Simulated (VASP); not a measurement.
Runs of VASP 6.6.1 on I. The structure is that of space group I4/mmm (No. 139), or close to it. The cells are those of the table. 

```csv
task,cell,cutoff (eV),gap on the mesh (eV),pressure (GPa)
single point,"a = 4.791 Å, angles 141.4, 141.4, 55.7°, 1 atom",520,none,(a)
single point,"a = 4.364 Å, angles 137.3, 137.3, 61.9°, 1 atom",520,none,0.0
single point,"a = 4.686 Å, angles 138.0, 138.0, 60.9°, 1 atom",520,none,-3.3
relaxation of cell and atoms,"relaxed from a = 4.364 Å, angles 137.3, 137.3, 61.9°, 1 atom",600,none,0.0
single point,"a = 5.158 Å, angles 142.7, 142.7, 53.7°, 1 atom",520,none,-2.2
```

Alike in all rows: level PBEsol; potentials or basis VASP PAW PBE potentials, release 64 (I); no spin polarisation; k mesh 18 × 18 × 18; smearing gaussian 0.1 eV.

Question: Fill in the values left out.

Answer: (a) 0.1.

Caveats: the PAW data sets were made with another functional, which shifts forces and pressure a little; spin-orbit coupling is left out, which moves the levels of the heavy elements; an odd number of electrons without spin polarisation forces a metal; a magnetic or distorted state may lie lower; the relaxation stopped at its first step, so nothing moved (some runs).

A k mesh can miss the band edges, and the runs leave out spin-orbit coupling on I.

A gap of «none» marks levels without a gap at the run's occupations.
